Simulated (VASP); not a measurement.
# W: single point with PBEsol

Crystal: W.

```
CELL_PARAMETERS angstrom
0.00000 2.09090 2.06045
2.09090 0.00000 2.06045
2.09090 2.09090 0.00000
ATOMIC_POSITIONS crystal
W 0.00000 0.00000 0.00000
```

This cell differs from its parent crystal: strain +0.030 along x and y, +0.015 along z.

```
Program             : VASP 6.6.1
Task                : single point
Functional          : PBEsol
Potentials or basis : VASP PAW PBE potentials, release 64 (W_sv)
Cutoff              : 520 eV
k mesh              : 20 × 20 × 20
Occupations         : gaussian, width 0.15 eV
Spin                : no spin polarisation
```

```json
{
 "Pressure": "-27.9 GPa",
 "Band gap on the k mesh": "zero (band 7 reaches 11.88 eV, above the bottom of band 8 at 8.63 eV)"
}
```

Stress tensor (GPa, compression positive):
```
-26.46   0.00   0.00
  0.00 -26.46   0.00
  0.00   0.00 -30.87
```

Levels at points of the mesh, in eV from the Fermi level:
| k point | band 3 | band 4 | band 5 | band 6 | band 7 | band 8 | band 9 | band 10 | band 11 | band 12 |
| --- | --- | --- | --- | --- | --- | --- | --- | --- | --- | --- |
| (0.00, 0.00, 0.00) | -37.56 | -37.55 | -8.52 | -0.53 | -0.53 | -0.36 | 2.12 | 2.37 | 12.69 | 17.28 |
| (0.50, 0.00, 0.00) | -37.69 | -37.66 | -5.13 | -0.76 | -0.56 | 0.42 | 4.35 | 4.47 | 8.94 | 12.29 |
| (0.50, 0.50, 0.00) | -37.88 | -37.88 | -4.87 | -4.00 | 2.78 | 4.35 | 5.06 | 5.06 | 10.82 | 10.82 |
| (0.50, 0.00, 0.50) | -37.86 | -37.85 | -4.89 | -3.96 | 2.51 | 4.37 | 4.94 | 5.14 | 10.95 | 11.13 |

It took 75 s on 1 thread of AMD EPYC 9R45 96-Core Processor (Zen 5), on a shared host, peak memory 0.23 GiB.

Caveat: the cell differs from its parent crystal (strain +0.030 along x and y, +0.015 along z); the PAW data sets were made with another functional, which shifts forces and pressure a little; spin-orbit coupling is left out, which moves the levels of the heavy elements.
